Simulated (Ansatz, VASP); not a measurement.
# Two plane-wave programs on BN

```
CELL_PARAMETERS angstrom
0.00000 3.28939 2.16883
1.25384 0.00000 2.16883
1.25384 3.28939 0.00000
ATOMIC_POSITIONS crystal
B 0.00011 0.00011 0.99989
N 0.66659 0.66659 0.33341
```

Change from the starting cell: strain -0.0150 x Voigt [0, 1, 0, 0, 0, 0], atoms carried along.

Alike in both runs: task single point; functional PBE; dispersion D3(BJ); k mesh 12 × 12 × 12; occupations gaussian, width 0.05 eV; no spin polarisation.

```csv
,VASP,Ansatz
version,VASP 6.6.1,Ansatz 0.2.0
potentials or method,"VASP PAW PBE potentials, release 64 (B, N), cutoff 520 eV","scalar-relativistic, plane waves, PAW"
valence electrons in the cell,8,8
```

|  | VASP | Ansatz | Ansatz less VASP |
| --- | --- | --- | --- |
| gap on the k mesh at the Fermi level (eV) | 3.57 | 3.58 | +0.008 |
| least direct gap on the mesh (eV) | 4.53 | 4.53 | +0.003 |
| pressure (GPa) | 0.2 | 0.1 | -0.09 |
| traceless stress, the component that is largest in VASP (GPa) | 0.13 | 0.34 | +0.207 |
